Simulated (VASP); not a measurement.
# Mg (P6_3/mmc) in VASP: further runs

Runs on Mg. Level: LDA. Tasks: electric field gradients.

Program: VASP 6.6.1. These are calculated values, not measurements. Logs are shortened: lines on timing, memory, paths and dates and some standing lists are left out, and cuts for length are marked.

## Step 1: The cell of the first run

Symmetry: P6_3/mmc, No. 194, hexagonal system. Conventional cell: a = 3.166 Å, b = 3.166 Å, c = 5.140 Å, α = 90.00°, β = 90.00°, γ = 120.00°. Mg (site symmetry -6m2) has 12 Mg at 3.15 to 3.17 Å within 4.1 Å.

## Step 2: Electric field gradients, LDA (volume scaled by 0.96)

INCAR reads:

```
SYSTEM = Mg
PREC = Accurate
ENCUT = 520
EDIFF = 1E-8
ISMEAR = -1
SIGMA = 0.05
LREAL = .FALSE.
LASPH = .TRUE.
NELM = 60
ALGO = Normal
ISIF = 2
LWAVE = .FALSE.
LCHARG = .FALSE.
LEFG = .TRUE.
NBANDS = 9
```

KPOINTS reads:

```
regular mesh
0
G
  12 12 7
  0 0 0
```

POSCAR reads:

```
Mg
1.0
    3.1658976813      0.0000000000      0.0000000000
   -1.5829488406      2.7417478178      0.0000000000
    0.0000000000      0.0000000000      5.1399115029
Mg
2
Direct
    0.3333333333      0.6666666667      0.2500000000
    0.6666666667      0.3333333333      0.7500000000
```

Potentials or basis: VASP PAW LDA potentials, release 64 (Mg).

Run with:

```bash
cat potpaw_LDA.64/Mg/POTCAR > POTCAR
mpirun -np 1 vasp_std > vasp.out
```

OUTCAR:

```text
SYSTEM = Mg
   PREC = Accurate
   ENCUT = 520
   EDIFF = 1E-8
   ISMEAR = -1
   LREAL = .FALSE.
   LASPH = .TRUE.
   NELM = 60
   ISIF = 2

 ion  position               nearest neighbor table
   1  0.333  0.667  0.250-   2 3.15   2 3.15   2 3.15   2 3.15   2 3.15   2 3.15
   2  0.667  0.333  0.750-   1 3.15   1 3.15   1 3.15   1 3.15   1 3.15   1 3.15

  LATTYP: Found a hexagonal cell.
 ALAT       =     3.1658976813
 C/A-ratio  =     1.6235242008

  Lattice vectors:

 A1 = (   3.1658976813,   0.0000000000,   0.0000000000)
 A2 = (  -1.5829488406,   2.7417478178,   0.0000000000)
 A3 = (   0.0000000000,   0.0000000000,   5.1399115029)

Analysis of symmetry for initial positions (statically):
[... 35 lines left out ...]
                                     Primitive cell

  volume of cell :      44.6149

  direct lattice vectors                    reciprocal lattice vectors
     3.165897681  0.000000000  0.000000000     0.315866178  0.182365423  0.000000000
    -1.582948841  2.741747818  0.000000000     0.000000000  0.364730846  0.000000000
     0.000000000  0.000000000  5.139911503     0.000000000  0.000000000  0.194555879

  length of vectors
     3.165897681  3.165897681  5.139911503     0.364730846  0.364730846  0.194555879

  position of ions in fractional coordinates (direct lattice)
     0.333333333  0.666666667  0.250000000
     0.666666667  0.333333333  0.750000000

  ion indices of the primitive-cell ions
   primitive index   ion index
                 1           1
                 2           2

----------------------------------------------------------------------------------------

 KPOINTS: regular mesh

Automatic generation of k-mesh.
 Grid dimensions read from file:
 generate k-points for:   12   12    7

 Generating k-lattice:

  Cartesian coordinates                     Fractional coordinates (reciprocal lattice)
     0.026322181  0.015197119  0.000000000     0.083333333  0.000000000  0.000000000
     0.000000000  0.030394237  0.000000000     0.000000000  0.083333333  0.000000000
     0.000000000  0.000000000  0.027793697     0.000000000  0.000000000  0.142857143

  Length of vectors
     0.030394237  0.030394237  0.027793697

  Shift w.r.t. Gamma in fractional coordinates (k-lattice)
     0.000000000  0.000000000  0.000000000

[... 85 lines left out ...]
 NGX is ok and might be reduce to    24
   NGX = 11   NGY = 11   NGZ = 19

 number of electron       4.0000000 magnetization

 Free energy of the ion-electron system (eV)
  ---------------------------------------------------
  ext. energy  EPLUGINS =         0.00000000
  ---------------------------------------------------
  free energy    TOTEN  =        -3.61566216 eV

  energy without entropy =       -3.60828521  energy(sigma->0) =       -3.61197369

 E-fermi :   2.5624     XC(G=0):  -8.7727

 val. band max:        2.5292972327   @ k =   0.3333   0.1667   0.1429
 cond. band min:       2.5690454401   @ k =   0.2500   0.0833   0.0000
 fundamental gap:      0.0397482074
 Fermi energy:         2.5623943782

 k-point     1 :       0.0000    0.0000    0.0000
  band No.  band energies     occupation
      1      -4.4237      2.00000
      2       0.9225      2.00000
      3       1.3448      2.00000
      4      13.6821      0.00000
      5      13.6821      0.00000
      6      13.7819      0.00000
      7      13.7819      0.00000
      8      14.6031      0.00000
      9      16.2599      0.00000
[... 265 lines left out ...]
 k-point    24 :       0.3333    0.0000    0.1429
  band No.  band energies     occupation
      1      -2.1088      2.00000
      2       1.7531      2.00000
      3       4.0841      0.00000
      4       5.1427      0.00000
      5       7.9456      0.00000
      6      10.1340      0.00000
      7      10.3310      0.00000
      8      12.1086      0.00000
      9      13.5204      0.00000

 [... further k-points ...]
[... 5 lines left out ...]
  --------------------------------------------------------------------------------------
  -------------------------------------------------------------------------------------
  Total       -0.3425282     -0.3425282     -0.6002310     -0.0000000      0.0000000      0.0000000
  in kB      -12.3006175    -12.3006175    -21.5550459     -0.0000000      0.0000000      0.0000000
  external PRESSURE =     -15.3854269 kB  Pullay stress =       0.0000000 kB

 VOLUME and BASIS-vectors are now :
 -----------------------------------------------------------------------------
  energy-cutoff  :      520.00
  volume of cell :       44.61
      direct lattice vectors                 reciprocal lattice vectors
     3.165897681  0.000000000  0.000000000     0.315866178  0.182365423  0.000000000
    -1.582948841  2.741747818  0.000000000     0.000000000  0.364730846  0.000000000
     0.000000000  0.000000000  5.139911503     0.000000000  0.000000000  0.194555879

 POSITION                                       TOTAL-FORCE (eV/Angst)
 -----------------------------------------------------------------------------------
     -0.00000      1.82783      1.28498        -0.000000      0.000000      0.000000
      1.58295      0.91392      3.85493         0.000000     -0.000000      0.000000
 -----------------------------------------------------------------------------------
    total drift:                                0.000000     -0.000000      0.000000

  FREE ENERGIE OF THE ION-ELECTRON SYSTEM (eV)
  ---------------------------------------------------
  free  energy   TOTEN  =        -3.6156621612 eV

  energy  without entropy=       -3.6082852143  energy(sigma->0) =       -3.61197369

 Electric field gradients (V/A^2)
---------------------------------------------------------------------
 ion       V_xx      V_yy      V_zz      V_xy      V_xz      V_yz
---------------------------------------------------------------------
   1      -0.625    -0.625     1.251    -0.000    -0.000     0.000
   2      -0.625    -0.625     1.251    -0.000     0.000    -0.000
---------------------------------------------------------------------

 Electric field gradients after diagonalization (V/A^2)
 (convention: |V_zz| > |V_xx| > |V_yy|)
----------------------------------------------------------------------
 ion       V_xx      V_yy      V_zz     asymmetry (V_yy - V_xx)/ V_zz
----------------------------------------------------------------------
   1      -0.625    -0.625     1.251       0.000
   2      -0.625    -0.625     1.251       0.000
----------------------------------------------------------------------

           NMR quadrupolar parameters

 Cq : quadrupolar parameter    Cq=e*Q*V_zz/h
 eta: asymmetry parameters     (V_yy - V_xx)/ V_zz
 Q  : nuclear electric quadrupole moment in mb (millibarn)
----------------------------------------------------------------------
 ion       Cq(MHz)       eta       Q (mb)
----------------------------------------------------------------------
   1       0.003       0.000       1.000
   2       0.003       0.000       1.000
----------------------------------------------------------------------
```

OSZICAR:

```text
N       E                     dE             d eps       ncg     rms          rms(c)
DAV:   1    -0.836025059407E+00   -0.83603E+00   -0.12825E+03  1368   0.315E+02
DAV:   2    -0.359564525829E+01   -0.27596E+01   -0.26846E+01  1827   0.285E+01
DAV:   3    -0.363635566660E+01   -0.40710E-01   -0.40616E-01  1811   0.280E+00
DAV:   4    -0.363645758145E+01   -0.10191E-03   -0.10191E-03  1771   0.145E-01
DAV:   5    -0.363645793583E+01   -0.35438E-06   -0.35427E-06  1700   0.801E-03    0.945E-01
DAV:   6    -0.362490069120E+01    0.11557E-01   -0.66691E-04  1525   0.142E-01    0.600E-01
DAV:   7    -0.361567034420E+01    0.92303E-02   -0.22982E-03  1423   0.260E-01    0.306E-02
DAV:   8    -0.361566324290E+01    0.71013E-05   -0.16734E-05  1992   0.211E-02    0.666E-03
DAV:   9    -0.361566216873E+01    0.10742E-05   -0.64009E-07  1525   0.364E-03    0.594E-04
DAV:  10    -0.361566216116E+01    0.75694E-08   -0.24779E-09  1789   0.313E-04
   1 F= -.36156622E+01 E0= -.36119737E+01  d E =-.737695E-02
```

It took 13 s on 1 thread of Intel Xeon Platinum 8259CL at 2.50GHz (Skylake/Cascade Lake), shared host; peak memory 0.15 GiB.

What came out:

- Free energy: -3.6157 eV
- Pressure: -1.5 GPa
- Band gap on the k mesh: zero (band 2 reaches 3.63 eV, above the bottom of band 3 at 1.34 eV)

Stress tensor (GPa, compression positive):
```
-1.23  0.00  0.00
 0.00 -1.23  0.00
 0.00  0.00 -2.16
```

Levels at points of the mesh, in eV from the Fermi level:
```csv
k point,band 1,band 2,band 3,band 4,band 5
"(0.00, 0.00, 0.00)",-6.99,-1.64,-1.22,11.12,11.12
"(0.50, 0.00, 0.00)",-2.11,-2.11,2.75,3.13,3.37
```

Electric field gradients, principal values (V/Å²):
| atom | least | middle | greatest (by size) |
| --- | --- | --- | --- |
| 1 Mg | -0.625 | -0.625 | 1.251 |
| 2 Mg | -0.625 | -0.625 | 1.251 |

Caveat: without QUAD_EFG the Cq values of the log hold for a quadrupole moment of 1 mb, not for the nuclei.

## Step 3: Electric field gradients, LDA (volume scaled by 0.96)

INCAR reads:

```
PREC = Accurate
ENCUT = 520
EDIFF = 1E-8
ISMEAR = -1
SIGMA = 0.05
LREAL = F
LASPH = T
NELM = 80
ALGO = Normal
ISIF = 2
LWAVE = F
LCHARG = F
LEFG = T
NBANDS = 9
```

KPOINTS reads:

```
regular mesh
0
Gamma
  12 12 7
```

POSCAR is that of step 2.

Potentials or basis: VASP PAW LDA potentials, release 64 (Mg).

Run with:

```bash
cat potpaw_LDA.64/Mg/POTCAR > POTCAR
mpirun -np 1 vasp_std > vasp.out
```

OUTCAR:

```text
PREC = Accurate
   ENCUT = 520
   EDIFF = 1E-8
   ISMEAR = -1
   LREAL = F
   LASPH = T
   NELM = 80
   ISIF = 2

 ion  position               nearest neighbor table
   1  0.333  0.667  0.250-   2 3.15   2 3.15   2 3.15   2 3.15   2 3.15   2 3.15
   2  0.667  0.333  0.750-   1 3.15   1 3.15   1 3.15   1 3.15   1 3.15   1 3.15

  LATTYP: Found a hexagonal cell.
 ALAT       =     3.1658976813
 C/A-ratio  =     1.6235242008

  Lattice vectors:

 A1 = (   3.1658976813,   0.0000000000,   0.0000000000)
 A2 = (  -1.5829488406,   2.7417478178,   0.0000000000)
 A3 = (   0.0000000000,   0.0000000000,   5.1399115029)

Analysis of symmetry for initial positions (statically):
[... 35 lines left out ...]
                                     Primitive cell

  volume of cell :      44.6149

  direct lattice vectors                    reciprocal lattice vectors
     3.165897681  0.000000000  0.000000000     0.315866178  0.182365423  0.000000000
    -1.582948841  2.741747818  0.000000000     0.000000000  0.364730846  0.000000000
     0.000000000  0.000000000  5.139911503     0.000000000  0.000000000  0.194555879

  length of vectors
     3.165897681  3.165897681  5.139911503     0.364730846  0.364730846  0.194555879

  position of ions in fractional coordinates (direct lattice)
     0.333333333  0.666666667  0.250000000
     0.666666667  0.333333333  0.750000000

  ion indices of the primitive-cell ions
   primitive index   ion index
                 1           1
                 2           2

----------------------------------------------------------------------------------------

 KPOINTS: regular mesh

Automatic generation of k-mesh.
 Grid dimensions read from file:
 generate k-points for:   12   12    7

 Generating k-lattice:

  Cartesian coordinates                     Fractional coordinates (reciprocal lattice)
     0.026322181  0.015197119  0.000000000     0.083333333  0.000000000  0.000000000
     0.000000000  0.030394237  0.000000000     0.000000000  0.083333333  0.000000000
     0.000000000  0.000000000  0.027793697     0.000000000  0.000000000  0.142857143

  Length of vectors
     0.030394237  0.030394237  0.027793697

  Shift w.r.t. Gamma in fractional coordinates (k-lattice)
     0.000000000  0.000000000  0.000000000

 Subroutine IBZKPT returns following result:
 ===========================================

 Found     76 irreducible k-points:

 Following reciprocal coordinates:
            Coordinates               Weight
  0.000000  0.000000  0.000000      1.000000
  0.083333  0.000000  0.000000      6.000000
  0.166667  0.000000  0.000000      6.000000
  0.250000  0.000000  0.000000      6.000000
  0.333333  0.000000  0.000000      6.000000
  0.416667  0.000000  0.000000      6.000000
[... 16 lines left out ...]
  0.250000  0.000000  0.142857     12.000000
  0.333333  0.000000  0.142857     12.000000
 [... further k-points ...]
   k-points           NKPTS =     76   k-points in BZ     NKDIM =     76   number of bands    NBANDS=      9
   number of dos      NEDOS =    301   number of ions     NIONS =      2
   total plane-waves  NPLWV =  23040
[... 20 lines left out ...]
   NFREE  =      0    steps in history (QN), initial steepest desc. (CG)
   ISIF   =      2    stress and relaxation
   ISYM   =      2    0-nonsym 1-usesym 2-fastsym
   POTIM  = 0.5000    time-step for ionic-motion
   TEBEG  =    0.0;   TEEND  =   0.0 temperature during run
   PSTRESS=    0.0 pullay stress
   NELECT =       4.0000    total number of electrons
   NUPDOWN=      -1.0000    fix difference up-down
   EMIN   =  10.00;   EMAX   =-10.00  energy-range for DOS
   EFERMI =   0.00;   METHOD = LEGACY
   ISMEAR =    -1;   SIGMA  =   0.05  broadening in eV -4-tet -1-fermi 0-gaus
   EFERMI_NEDOS =   21; number of points for ismear=-14 and -15
   IALGO  =     38    algorithm
   IMIX   =      4    mixing-type and parameters
     AMIX     =   0.40;   BMIX     =  1.00
     AMIX_MAG =   1.60;   BMIX_MAG =  1.00
  volume/ion in A,a.u.               =      22.31       150.54
  Fermi-wavevector in a.u.,A,eV,Ry     =   0.732715  1.384630  7.304568  0.536871
  Thomas-Fermi vector in A             =   1.825246
   LORBIT       =      0    0 simple, 1 ext, 2 COOP (PROOUT), +10 PAW based schemes
   GGA     = CA    functional components
   LHFCALC =     F    Hartree Fock is set to
   AEXX    =    0.0000 exact exchange contribution
   IVDW    =     0    specifies the selected vdW correction
   LEPSILON=     F    determine dielectric tensor
   LRPA    =     F    only Hartree local field effects (RPA)
 non-spin polarized calculation
  energy-cutoff  :      520.00
  volume of cell :       44.61
 maximum number of plane-waves:      1216
 NGX is ok and might be reduce to    24
   NGX = 11   NGY = 11   NGZ = 19

 number of electron       4.0000000 magnetization

 Free energy of the ion-electron system (eV)
  ---------------------------------------------------
  ext. energy  EPLUGINS =         0.00000000
  ---------------------------------------------------
  free energy    TOTEN  =        -3.61566216 eV

  energy without entropy =       -3.60828521  energy(sigma->0) =       -3.61197369

 E-fermi :   2.5624     XC(G=0):  -8.7727

 val. band max:        2.5292972327   @ k =   0.3333   0.1667   0.1429
 cond. band min:       2.5690454401   @ k =   0.2500   0.0833   0.0000
 fundamental gap:      0.0397482074
 Fermi energy:         2.5623943782

 k-point     1 :       0.0000    0.0000    0.0000
  band No.  band energies     occupation
      1      -4.4237      2.00000
      2       0.9225      2.00000
      3       1.3448      2.00000
      4      13.6821      0.00000
      5      13.6821      0.00000
      6      13.7819      0.00000
      7      13.7819      0.00000
      8      14.6031      0.00000
      9      16.2599      0.00000
[... 265 lines left out ...]
 k-point    24 :       0.3333    0.0000    0.1429
  band No.  band energies     occupation
      1      -2.1088      2.00000
      2       1.7531      2.00000
      3       4.0841      0.00000
      4       5.1427      0.00000
      5       7.9456      0.00000
      6      10.1340      0.00000
      7      10.3310      0.00000
      8      12.1086      0.00000
      9      13.5204      0.00000

 [... further k-points ...]
[... 5 lines left out ...]
  --------------------------------------------------------------------------------------
  -------------------------------------------------------------------------------------
  Total       -0.3425282     -0.3425282     -0.6002310     -0.0000000      0.0000000      0.0000000
  in kB      -12.3006175    -12.3006175    -21.5550459     -0.0000000      0.0000000      0.0000000
  external PRESSURE =     -15.3854269 kB  Pullay stress =       0.0000000 kB

 VOLUME and BASIS-vectors are now :
 -----------------------------------------------------------------------------
  energy-cutoff  :      520.00
  volume of cell :       44.61
      direct lattice vectors                 reciprocal lattice vectors
     3.165897681  0.000000000  0.000000000     0.315866178  0.182365423  0.000000000
    -1.582948841  2.741747818  0.000000000     0.000000000  0.364730846  0.000000000
     0.000000000  0.000000000  5.139911503     0.000000000  0.000000000  0.194555879

 POSITION                                       TOTAL-FORCE (eV/Angst)
 -----------------------------------------------------------------------------------
     -0.00000      1.82783      1.28498        -0.000000      0.000000      0.000000
      1.58295      0.91392      3.85493         0.000000     -0.000000      0.000000
 -----------------------------------------------------------------------------------
    total drift:                                0.000000     -0.000000      0.000000

  FREE ENERGIE OF THE ION-ELECTRON SYSTEM (eV)
  ---------------------------------------------------
  free  energy   TOTEN  =        -3.6156621612 eV

  energy  without entropy=       -3.6082852143  energy(sigma->0) =       -3.61197369

 Electric field gradients (V/A^2)
---------------------------------------------------------------------
 ion       V_xx      V_yy      V_zz      V_xy      V_xz      V_yz
---------------------------------------------------------------------
   1      -0.625    -0.625     1.251    -0.000    -0.000     0.000
   2      -0.625    -0.625     1.251    -0.000     0.000    -0.000
---------------------------------------------------------------------

 Electric field gradients after diagonalization (V/A^2)
 (convention: |V_zz| > |V_xx| > |V_yy|)
----------------------------------------------------------------------
 ion       V_xx      V_yy      V_zz     asymmetry (V_yy - V_xx)/ V_zz
----------------------------------------------------------------------
   1      -0.625    -0.625     1.251       0.000
   2      -0.625    -0.625     1.251       0.000
----------------------------------------------------------------------

           NMR quadrupolar parameters

 Cq : quadrupolar parameter    Cq=e*Q*V_zz/h
 eta: asymmetry parameters     (V_yy - V_xx)/ V_zz
 Q  : nuclear electric quadrupole moment in mb (millibarn)
----------------------------------------------------------------------
 ion       Cq(MHz)       eta       Q (mb)
----------------------------------------------------------------------
   1       0.003       0.000       1.000
   2       0.003       0.000       1.000
----------------------------------------------------------------------
```

stdout:

```text
POSCAR found type information on POSCAR Mg
 POSCAR found :  1 types and       2 ions
 scaLAPACK will be used
 LDA part: xc-table for (Slater(with rela. corr.)+CA(PZ))
 , standard interpolation
 POSCAR, INCAR and KPOINTS ok, starting setup
 FFT: planning ... GRIDC
 FFT: planning ... GRID_SOFT
 FFT: planning ... GRID
 WAVECAR not read
 entering main loop
ion   1

ion   2
```

Run time: 13 s. Hardware: 1 thread of Intel Xeon Platinum 8259CL at 2.50GHz (Skylake/Cascade Lake), shared host; peak memory 0.15 GiB.

Results:

```yaml
Free_energy: -3.6157 eV
Pressure: -1.5 GPa
Band_gap_on_the_k_mesh: zero (band 2 reaches 3.63 eV, above the bottom of band 3 at 1.34 eV)
```

Electric field gradients, principal values (V/Å²):
| atom | least | middle | greatest (by size) |
| --- | --- | --- | --- |
| 1 Mg | -0.625 | -0.625 | 1.251 |
| 2 Mg | -0.625 | -0.625 | 1.251 |

Caveat: without QUAD_EFG the Cq values of the log hold for a quadrupole moment of 1 mb, not for the nuclei.
